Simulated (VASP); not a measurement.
CdS: single point with PBE

CdS:

```xyz
2
Lattice="0.0000 2.8012 2.8012 2.8012 0.0000 2.8012 2.8012 2.8012 0.0000" Properties=species:S:1:pos:R:3 pbc="T T T"
Cd    0.0000    0.0000    0.0000
S     2.8012    2.8012    2.8012
```

This cell differs from its parent crystal: volume changed by +6%.

```json
{"Program": "VASP 6.6.1", "Task": "single point", "Functional": "PBE", "Potentials or basis": "VASP PAW PBE potentials, release 64 (Cd, S)", "Cutoff": "520 eV", "k mesh": "6 × 6 × 6", "Occupations": "gaussian, width 0.01 eV", "Spin": "no spin polarisation"}
```

| Quantity | Value |
| --- | --- |
| Pressure | -3.4 GPa |
| Band gap on the k mesh | 0.24 eV, indirect (least direct gap 1.21 eV) |

Levels at points of the mesh, in eV from the valence-band top:
```csv
k point,band 7,band 8,band 9,band 10,band 11,band 12
"(0.00, 0.00, 0.00)",-0.60,-0.60,-0.60,0.61,9.21,9.21
"(0.50, 0.00, 0.00)",-4.51,0.00,0.00,3.57,5.94,5.94
"(0.50, 0.50, 0.00)",-3.77,-1.85,-1.85,0.24,6.14,9.40
```

It took 7.6 s on 1 thread of Intel(R) Xeon(R) Platinum 8559C (Emerald Rapids), on a shared host, peak memory 0.16 GiB.

 A k mesh can miss the band edges.
